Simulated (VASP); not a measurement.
Write the native input for VASP 6.6.1 that does the following.

| Property | Result |
| --- | --- |
| Task | relaxation of cell and atoms |
| Functional | PBEsol |
| Potentials or basis | VASP PAW PBE potentials, release 64 (Cu, I) |
| Cutoff | 600 eV |
| k mesh | 13 × 13 × 13 |
| Occupations | fermi-dirac, width 0.05 eV |
| Spin | no spin polarisation |
| Dipole correction | no |
| Further INCAR settings | ALGO = Normal; EDIFF = 1e-06; IBRION = 2; EDIFFG = -0.005; NSW = 60; ISIF = 3 |

The structure of CuI (rocksalt type) lies in POSCAR:

```
CuI
1.0
    0.0000000000      2.6142771442      2.6142771442
    2.6142771442      0.0000000000      2.6142771442
    2.6142771442      2.6142771442      0.0000000000
Cu I
1 1
Direct
    0.0000000000      0.0000000000      0.0000000000
    0.5000000000      0.5000000000      0.5000000000
```

These files were run (other wordings do the same):

INCAR

```
SYSTEM = CuI
PREC     = Accurate       ! precision mode
ENCUT    = 600            ! plane-wave cutoff, eV
EDIFF    = 1E-6           ! SCF threshold, eV
ISMEAR   = -1             ! smearing method
SIGMA    = 0.05           ! smearing width, eV
LREAL    = .FALSE.        ! projectors in reciprocal space
LASPH    = .TRUE.         ! aspherical terms in the spheres
NELM     = 80             ! most SCF steps
ALGO     = Normal         ! electronic algorithm
ISIF     = 3              ! what is computed and relaxed
LWAVE    = .FALSE.        ! write WAVECAR
LCHARG   = .FALSE.        ! write CHGCAR
GGA      = PS             ! functional
IBRION   = 2              ! ionic algorithm
NSW      = 60             ! ionic steps
EDIFFG   = -0.005         ! ionic threshold
```

KPOINTS

```
regular mesh
0
G
  13 13 13
  0 0 0
```

Potentials or basis: VASP PAW PBE potentials, release 64 (Cu, I).

The run is started by

```sh
$ cat potpaw_PBE.64/Cu/POTCAR potpaw_PBE.64/I/POTCAR > POTCAR
$ mpirun -np 1 vasp_std > vasp.out
```

It gave:

```
Relaxed volume                        : 21.87 Å³/atom
Relaxed cell                          : a = 3.955 Å, b = 3.955 Å, c = 3.955 Å, α = 60.00°, β = 60.00°, γ = 60.00°
Space group after relaxing (to 0.1 Å) : Fm-3m (No. 225)
Energy gained by relaxing             : 205.1 meV/atom
Ionic steps                           : 5
Pressure after relaxing               : 0.0 GPa
Band gap on the k mesh                : zero (bands 9 and 10 overlap by 0.55 eV)
```

Caveat: the volume moved by over 15 % at a fixed basis, so the end points are rough; the PAW data sets were made with another functional, which shifts forces and pressure a little; spin-orbit coupling is left out, which moves the levels of the heavy elements.

It took 2.5 min on 1 thread of Intel(R) Xeon(R) Platinum 8559C (Emerald Rapids) (shared host), peak memory 0.21 GiB.
